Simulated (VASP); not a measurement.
# CdS (I-4m2) in VASP: single point with r2SCAN

Aim: the single point of CdS with r2SCAN.

All numbers are computed with VASP 6.6.1; they aren't measurements. Logs are shortened: lines on timing, memory, paths and dates and some standing lists are left out, and cuts for length are marked.

**1. The cell of the first run**

The structure is tetragonal, space group I-4m2 (No. 119). The conventional cell has a = 3.951 Å, b = 3.951 Å, c = 6.053 Å, α = 90.00°, β = 90.00°, γ = 90.00°. Cd (site symmetry -4m2) has 4 S at 2.49 Å within 3.3 Å. S (site symmetry -4m2) has 4 Cd at 2.49 Å within 3.3 Å.

**2. Single point, r2SCAN (strain -0.040 along x and y, +0.040 along z)**

Contents of POSCAR:

```
CdS
1.0
    0.0000000000      2.7936000000      3.0264000000
    2.7936000000      0.0000000000      3.0264000000
    2.7936000000      2.7936000000      0.0000000000
Cd S
1 1
Direct
    0.0000000000      0.0000000000      0.0000000000
    0.7500000000      0.7500000000      0.7500000000
```

Contents of INCAR.step1:

```
ALGO = Normal
EDIFF = 1E-4
ENCUT = 520
GGA = PE
ISMEAR = 0
LASPH = True
LCHARG = False
LREAL = False
LWAVE = True
NBANDS = 16
NELM = 60
PREC = Accurate
SIGMA = 0.05
```

Contents of INCAR.step2:

```
ALGO = Normal
EDIFF = 1E-6
ENCUT = 520
ISIF = 2
ISMEAR = 0
ISTART = 1
LASPH = True
LCHARG = False
LMIXTAU = True
LREAL = False
LWAVE = False
METAGGA = R2SCAN
NBANDS = 16
NELM = 60
PREC = Accurate
SIGMA = 0.05
```

Contents of KPOINTS:

```
k-points
0
Gamma
  8 8 8
```

Potentials or basis: VASP PAW PBE potentials, release 64 (Cd, S).

Launch:

```sh
> cat potpaw_PBE.64/Cd/POTCAR potpaw_PBE.64/S/POTCAR > POTCAR
> cp INCAR.step1 INCAR
> mpirun -np 1 vasp_std > vasp.out
> cp INCAR.step2 INCAR
> mpirun -np 1 vasp_std > vasp.out
```

OUTCAR:

```text
EDIFF = 1E-6
   ENCUT = 520
   ISIF = 2
   ISMEAR = 0
   ISTART = 1
   LASPH = True
   LREAL = False
   METAGGA = R2SCAN
   NELM = 60
   PREC = Accurate

 ion  position               nearest neighbor table
   1  0.000  0.000  0.000-   2 2.49   2 2.49   2 2.49   2 2.49
   2  0.750  0.750  0.750-   1 2.49   1 2.49   1 2.49   1 2.49

  LATTYP: Found a body centered tetragonal cell.
 ALAT       =     3.9507470078
 C/A-ratio  =     1.5320646926

  Lattice vectors:

 A1 = (  -2.7936000000,   0.0000000000,   3.0264000000)
 A2 = (   2.7936000000,   0.0000000000,   3.0264000000)
 A3 = (   0.0000000000,   2.7936000000,  -3.0264000000)

Analysis of symmetry for initial positions (statically):
=====================================================================
 Subroutine PRICEL returns:
 Original cell was already a primitive cell.

 Routine SETGRP: Setting up the symmetry group for a
 body centered tetragonal supercell.

 Subroutine GETGRP returns: Found  8 space group operations
 (whereof  8 operations were pure point group operations)
 out of a pool of 16 trial point group operations.

The static configuration has the point symmetry D_2d.

Analysis of symmetry for dynamics (positions and initial velocities):
=====================================================================
 Subroutine PRICEL returns:
 Original cell was already a primitive cell.

 Routine SETGRP: Setting up the symmetry group for a
 body centered tetragonal supercell.

 Subroutine GETGRP returns: Found  8 space group operations
 (whereof  8 operations were pure point group operations)
 out of a pool of 16 trial point group operations.

The dynamic configuration has the point symmetry D_2d.

 Subroutine INISYM returns: Found  8 space group operations
 (whereof  8 operations are pure point group operations),
 and found     1 'primitive' translations

----------------------------------------------------------------------------------------

                                     Primitive cell

  volume of cell :      47.2373

  direct lattice vectors                    reciprocal lattice vectors
     0.000000000  2.793600000  3.026400000    -0.178980527  0.178980527  0.165212794
     2.793600000  0.000000000  3.026400000     0.178980527 -0.178980527  0.165212794
     2.793600000  2.793600000  0.000000000     0.178980527  0.178980527 -0.165212794

  length of vectors
     4.118652440  4.118652440  3.950747008     0.302263669  0.302263669  0.302263669

  position of ions in fractional coordinates (direct lattice)
     0.000000000  0.000000000  0.000000000
     0.750000000  0.750000000  0.750000000

  ion indices of the primitive-cell ions
   primitive index   ion index
                 1           1
                 2           2

----------------------------------------------------------------------------------------

 KPOINTS: k-points

Automatic generation of k-mesh.
 Grid dimensions read from file:
 generate k-points for:    8    8    8

 Generating k-lattice:

  Cartesian coordinates                     Fractional coordinates (reciprocal lattice)
    -0.022372566  0.022372566  0.020651599     0.125000000  0.000000000  0.000000000
     0.022372566 -0.022372566  0.020651599     0.000000000  0.125000000  0.000000000
     0.022372566  0.022372566 -0.020651599     0.000000000  0.000000000  0.125000000

  Length of vectors
     0.037782959  0.037782959  0.037782959

  Shift w.r.t. Gamma in fractional coordinates (k-lattice)
     0.000000000  0.000000000  0.000000000

 Subroutine IBZKPT returns following result:
 ===========================================

 Found     59 irreducible k-points:

 Following reciprocal coordinates:
            Coordinates               Weight
  0.000000  0.000000  0.000000      1.000000
  0.125000 -0.000000  0.000000      8.000000
  0.250000 -0.000000  0.000000      8.000000
  0.375000  0.000000  0.000000      8.000000
  0.500000 -0.000000  0.000000      4.000000
  0.125000  0.125000  0.000000      2.000000
[... 16 lines left out ...]
  0.250000 -0.000000  0.125000     16.000000
  0.375000  0.000000  0.125000     16.000000
 [... further k-points ...]
   k-points           NKPTS =     59   k-points in BZ     NKDIM =     59   number of bands    NBANDS=     16
   number of dos      NEDOS =    301   number of ions     NIONS =      2
   total plane-waves  NPLWV =  30720
   dimension x,y,z NGX =    32 NGY =   32 NGZ =   30
   dimension x,y,z NGXF=    64 NGYF=   64 NGZF=   60
   ions per type =               1   1
   NGX,Y,Z   is equivalent  to a cutoff of  12.92, 12.92, 12.62 a.u.
   NGXF,Y,Z  is equivalent  to a cutoff of  25.83, 25.83, 25.25 a.u.
 SYSTEM =  unknown system
   PREC   = accura    normal or accurate (medium, high low for compatibility)
   ISTART =      1    job   : 0-new  1-cont  2-samecut
   ICHARG =      0    charge: 1-file 2-atom 10-const
   ISPIN  =      1    spin polarized calculation?
   LNONCOLLINEAR =      F non collinear calculations
   LSORBIT =      F    spin-orbit coupling
   LASPH  =      T    aspherical Exc in radial PAW
   ENCUT  =  520.0 eV  38.22 Ry    6.18 a.u.   7.66  7.66  7.35*2*pi/ulx,y,z
   NELM   =     60;   NELMIN=  2; NELMDL=  0     # of ELM steps
   EDIFF  = 0.1E-05   stopping-criterion for ELM
   LREAL  =      F    real-space projection
   EDIFFG = 0.1E-04   stopping-criterion for IOM
   NSW    =      0    number of steps for IOM
   IBRION =     -1    ionic relax: 0-MD 1-quasi-New 2-CG
   NFREE  =      0    steps in history (QN), initial steepest desc. (CG)
   ISIF   =      2    stress and relaxation
   ISYM   =      2    0-nonsym 1-usesym 2-fastsym
   POTIM  = 0.5000    time-step for ionic-motion
   TEBEG  =    0.0;   TEEND  =   0.0 temperature during run
   PSTRESS=    0.0 pullay stress
   NELECT =      18.0000    total number of electrons
   NUPDOWN=      -1.0000    fix difference up-down
   EMIN   =  10.00;   EMAX   =-10.00  energy-range for DOS
   EFERMI =   0.00;   METHOD = LEGACY
   ISMEAR =     0;   SIGMA  =   0.05  broadening in eV -4-tet -1-fermi 0-gaus
   EFERMI_NEDOS =   21; number of points for ismear=-14 and -15
   IALGO  =     38    algorithm
   IMIX   =      4    mixing-type and parameters
     AMIX     =   0.40;   BMIX     =  1.00
     AMIX_MAG =   1.60;   BMIX_MAG =  1.00
  volume/ion in A,a.u.               =      23.62       159.39
  Fermi-wavevector in a.u.,A,eV,Ry     =   1.186873  2.242864 19.166070  1.408666
  Thomas-Fermi vector in A             =   2.323036
   LORBIT       =      0    0 simple, 1 ext, 2 COOP (PROOUT), +10 PAW based schemes
   METAGGA = R2SCAN    functional components
   LHFCALC =     F    Hartree Fock is set to
   AEXX    =    0.0000 exact exchange contribution
   IVDW    =     0    specifies the selected vdW correction
   LEPSILON=     F    determine dielectric tensor
   LRPA    =     F    only Hartree local field effects (RPA)
 non-spin polarized calculation
 Gauss-broadening in eV      SIGMA  =   0.05
  energy-cutoff  :      520.00
  volume of cell :       47.24
 maximum number of plane-waves:      1307
   NGX = 15   NGY = 15   NGZ = 15

 number of electron      17.9999999 magnetization

 Free energy of the ion-electron system (eV)
  ---------------------------------------------------
  ext. energy  EPLUGINS =         0.00000000
  ---------------------------------------------------
  free energy    TOTEN  =       -29.61504284 eV

  energy without entropy =      -29.61504284  energy(sigma->0) =      -29.61504284

 E-fermi :   1.8200     XC(G=0):  -9.9850

 val. band max:        1.5756651123   @ k =   0.0000   0.0000   0.0000
 cond. band min:       3.1760673838   @ k =   0.0000   0.0000   0.0000
 fundamental gap:      1.6004022715
 Fermi energy:         1.8199659869

 k-point     1 :       0.0000    0.0000    0.0000
  band No.  band energies     occupation
      1     -11.7008      2.00000
      2      -6.7080      2.00000
      3      -6.6478      2.00000
      4      -6.6478      2.00000
      5      -6.1074      2.00000
      6      -6.0714      2.00000
[... 8 lines left out ...]
     15      13.8296      0.00000
     16      14.1636      0.00000

 k-point     2 :       0.1250   -0.0000    0.0000
  band No.  band energies     occupation
      1     -11.6304      2.00000
      2      -6.6739      2.00000
      3      -6.6208      2.00000
      4      -6.5988      2.00000
      5      -6.1036      2.00000
      6      -6.0764      2.00000
[... 8 lines left out ...]
     15      13.3780      0.00000
     16      14.3230      0.00000

 k-point     3 :       0.2500   -0.0000    0.0000
  band No.  band energies     occupation
      1     -11.4592      2.00000
      2      -6.6118      2.00000
      3      -6.5602      2.00000
      4      -6.3972      2.00000
      5      -6.0814      2.00000
      6      -6.0807      2.00000
[... 8 lines left out ...]
     15      12.8827      0.00000
     16      13.6604      0.00000

 k-point     4 :       0.3750    0.0000    0.0000
  band No.  band energies     occupation
      1     -11.2878      2.00000
      2      -6.5703      2.00000
      3      -6.5095      2.00000
      4      -6.0773      2.00000
      5      -6.0728      2.00000
      6      -5.9549      2.00000
[... 8 lines left out ...]
     15      13.5981      0.00000
     16      13.9617      0.00000

 k-point     5 :       0.5000   -0.0000    0.0000
  band No.  band energies     occupation
      1     -11.2173      2.00000
      2      -6.5583      2.00000
      3      -6.4926      2.00000
      4      -6.0640      2.00000
      5      -6.0333      2.00000
      6      -5.6632      2.00000
[... 8 lines left out ...]
     15      14.5767      0.00000
     16      14.9180      0.00000

 k-point     6 :       0.1250    0.1250    0.0000
  band No.  band energies     occupation
      1     -11.6151      2.00000
      2      -6.6584      2.00000
      3      -6.5967      2.00000
      4      -6.5966      2.00000
      5      -6.1285      2.00000
      6      -6.0603      2.00000
[... 8 lines left out ...]
     15      14.2325      0.00000
     16      14.8434      0.00000

 k-point     7 :       0.2500    0.1250    0.0000
  band No.  band energies     occupation
      1     -11.4830      2.00000
      2      -6.5974      2.00000
      3      -6.5340      2.00000
      4      -6.4641      2.00000
      5      -6.1340      2.00000
      6      -6.0536      2.00000
[... 8 lines left out ...]
     15      13.8724      0.00000
     16      15.1305      0.00000

 k-point     8 :       0.3750    0.1250    0.0000
  band No.  band energies     occupation
      1     -11.3117      2.00000
      2      -6.5553      2.00000
      3      -6.4771      2.00000
      4      -6.1576      2.00000
      5      -6.0646      2.00000
      6      -6.0504      2.00000
[... 8 lines left out ...]
     15      14.1353      0.00000
     16      14.3116      0.00000

 k-point     9 :       0.5000    0.1250    0.0000
  band No.  band energies     occupation
      1     -11.2027      2.00000
      2      -6.5388      2.00000
      3      -6.4566      2.00000
      4      -6.0722      2.00000
      5      -6.0580      2.00000
      6      -5.6799      2.00000
[... 8 lines left out ...]
     15      14.4440      0.00000
     16      14.6786      0.00000
[... 172 lines left out ...]
 k-point    19 :       0.5000    0.3750    0.0000
  band No.  band energies     occupation
      1     -11.1236      2.00000
      2      -6.4000      2.00000
      3      -6.2824      2.00000
      4      -6.2454      2.00000
      5      -6.0116      2.00000
      6      -5.7123      2.00000
[... 8 lines left out ...]
     15      15.1008      0.00000
     16      16.0390      0.00000

 k-point    20 :      -0.3750    0.3750    0.0000
  band No.  band energies     occupation
      1     -11.1047      2.00000
      2      -6.4423      2.00000
      3      -6.3097      2.00000
      4      -6.1719      2.00000
      5      -6.0474      2.00000
      6      -5.5008      2.00000
[... 8 lines left out ...]
     15      14.4628      0.00000
     16      16.4539      0.00000

 k-point    21 :       0.5000    0.5000    0.0000
  band No.  band energies     occupation
      1     -11.1054      2.00000
      2      -6.3803      2.00000
      3      -6.2491      2.00000
      4      -6.2491      2.00000
      5      -5.9948      2.00000
      6      -5.7204      2.00000
[... 8 lines left out ...]
     15      14.7316      0.00000
     16      15.8834      0.00000

 k-point    22 :       0.1250    0.0000    0.1250
  band No.  band energies     occupation
      1     -11.6031      2.00000
      2      -6.6576      2.00000
      3      -6.6059      2.00000
      4      -6.5959      2.00000
      5      -6.0990      2.00000
      6      -6.0783      2.00000
[... 8 lines left out ...]
     15      13.1102      0.00000
     16      15.2559      0.00000

 k-point    23 :       0.2500   -0.0000    0.1250
  band No.  band energies     occupation
      1     -11.4634      2.00000
      2      -6.6021      2.00000
      3      -6.5467      2.00000
      4      -6.4651      2.00000
      5      -6.0984      2.00000
      6      -6.0584      2.00000
[... 8 lines left out ...]
     15      13.1551      0.00000
     16      15.0564      0.00000

 k-point    24 :       0.3750    0.0000    0.1250
  band No.  band energies     occupation
      1     -11.2932      2.00000
      2      -6.5532      2.00000
      3      -6.4905      2.00000
      4      -6.2214      2.00000
      5      -6.0574      2.00000
      6      -5.9578      2.00000
[... 8 lines left out ...]
     15      13.8977      0.00000
     16      14.7179      0.00000

 [... further k-points ...]
[... 5 lines left out ...]
  --------------------------------------------------------------------------------------
  -------------------------------------------------------------------------------------
  Total        1.6977033      1.6977033      1.3022833      0.0000000      0.0000000      0.0000000
  in kB       57.5821129     57.5821129     44.1703946      0.0000000      0.0000000      0.0000000
  external PRESSURE =      53.1115401 kB  Pullay stress =       0.0000000 kB

 VOLUME and BASIS-vectors are now :
 -----------------------------------------------------------------------------
  energy-cutoff  :      520.00
  volume of cell :       47.24
      direct lattice vectors                 reciprocal lattice vectors
     0.000000000  2.793600000  3.026400000    -0.178980527  0.178980527  0.165212794
     2.793600000  0.000000000  3.026400000     0.178980527 -0.178980527  0.165212794
     2.793600000  2.793600000  0.000000000     0.178980527  0.178980527 -0.165212794

 POSITION                                       TOTAL-FORCE (eV/Angst)
 -----------------------------------------------------------------------------------
      0.00000      0.00000      0.00000         0.000000      0.000000      0.000000
      4.19040      4.19040      4.53960        -0.000000     -0.000000     -0.000000
 -----------------------------------------------------------------------------------
    total drift:                               -0.000033     -0.000033      0.000025

  FREE ENERGIE OF THE ION-ELECTRON SYSTEM (eV)
  ---------------------------------------------------
  free  energy   TOTEN  =       -29.6150428380 eV

  energy  without entropy=      -29.6150428380  energy(sigma->0) =      -29.61504284
```

Wall time 88 s (1 thread of Intel Xeon Platinum 8488C (Sapphire Rapids), shared host); peak memory 0.2 GiB.

What came out:

```
Free energy            : -29.6150 eV
Pressure               : 5.3 GPa
Band gap on the k mesh : 1.60 eV, direct
```

Stress tensor (GPa, compression positive):
```
5.76 0.00 0.00
0.00 5.76 0.00
0.00 0.00 4.42
```

Levels at points of the mesh, in eV from the valence-band top:
| k point | band 7 | band 8 | band 9 | band 10 | band 11 | band 12 |
| --- | --- | --- | --- | --- | --- | --- |
| (0.00, 0.00, 0.00) | -0.30 | 0.00 | 0.00 | 1.60 | 6.99 | 7.02 |
| (0.50, 0.00, 0.00) | -4.85 | -1.11 | -0.74 | 3.38 | 7.15 | 7.75 |
| (0.50, 0.50, 0.00) | -4.63 | -1.95 | -1.95 | 3.94 | 5.20 | 9.35 |
| (0.50, 0.00, 0.50) | -4.11 | -2.37 | -2.20 | 3.57 | 4.48 | 10.24 |

Caveat: the cell differs from its parent crystal (strain -0.040 along x and y, +0.040 along z); the PAW data sets were made with another functional, which shifts forces and pressure a little.
